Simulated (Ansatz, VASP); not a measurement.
Two plane-wave programs on ZnS

POSCAR

```
ZnS
1.0
    0.0000000000      2.7046500000      2.7046500000
    2.7046500000      0.0000000000      2.7046500000
    2.7046500000      2.7046500000      0.0000000000
Zn S
1 1
Direct
    0.0415950308      0.0415950308     -0.1004192874
    0.7500000000      0.7500000000      0.7500000000
```

The input INCAR.step1:

```
SYSTEM = ZnS
  ALGO = Normal
  EDIFF = 1E-4
  ENCUT = 520
  GGA = PE
  ISMEAR = 0
  LASPH = .True.
  LCHARG = .False.
  LREAL = .False.
  LWAVE = .True.
  NBANDS = 16
  NELM = 100
  PREC = Accurate
  SIGMA = 0.05
```

The input INCAR.step2:

```
SYSTEM = ZnS
  ALGO = Normal
  EDIFF = 1E-7
  ENCUT = 520
  ISIF = 2
  ISMEAR = 0
  ISTART = 1
  LASPH = .True.
  LCHARG = .False.
  LMIXTAU = .True.
  LREAL = .False.
  LWAVE = .False.
  METAGGA = R2SCAN
  NBANDS = 16
  NELM = 100
  PREC = Accurate
  SIGMA = 0.05
```

The input KPOINTS:

```
k-points
0
Gamma
  8 8 8
  0 0 0
```

Input for Ansatz:

```yaml
crystal:
  lattice:
    - [0.0, 2.70465, 2.70465]
    - [2.70465, 0.0, 2.70465]
    - [2.70465, 2.70465, 0.0]
  atoms:
    - { symbol: Zn, position: [0.0415950308, 0.0415950308, -0.1004192874] }
    - { symbol: S, position: [0.75, 0.75, 0.75] }
basis:
  ecutwfc: 500
kpoints:
  mp_grid: { grid: [8, 8, 8] }
hamiltonian:
  xc: r2scan
scf:
  occupations: { method: gaussian, width: 0.05 }
output:
  forces: true
  stress: true
  eigenvalues: true
```

Alike in both runs: task single point; functional r2SCAN; k mesh 8 × 8 × 8; occupations gaussian, width 0.05 eV; no spin polarisation.

|  | VASP | Ansatz |
| --- | --- | --- |
| version | VASP 6.6.1 | Ansatz 0.2.0 |
| potentials or method | VASP PAW PBE potentials, release 64 (Zn, S), cutoff 520 eV | scalar-relativistic, plane waves, PAW |
| valence electrons in the cell | 18 | 18 |

|  | VASP | Ansatz | Ansatz less VASP |
| --- | --- | --- | --- |
| gap on the k mesh at the Fermi level (eV) | 2.63 | 2.62 | -0.010 |
| least direct gap on the mesh (eV) | 2.63 | 2.62 | -0.010 |
| pressure (GPa) | 1.4 | 1.3 | -0.04 |
| traceless stress, the component that is largest in VASP (GPa) | -3.43 | -3.43 | 0.000 |
| rms of the force components (eV/Å) | 0.551 | 0.551 | 0.0000 |

VASP's potentials were made for PBE, not for r2SCAN. Atom by atom the forces differ by 0.009 eV/Å (rms over components). The functional is the same, so the differences come from potentials, cutoffs and numerics.
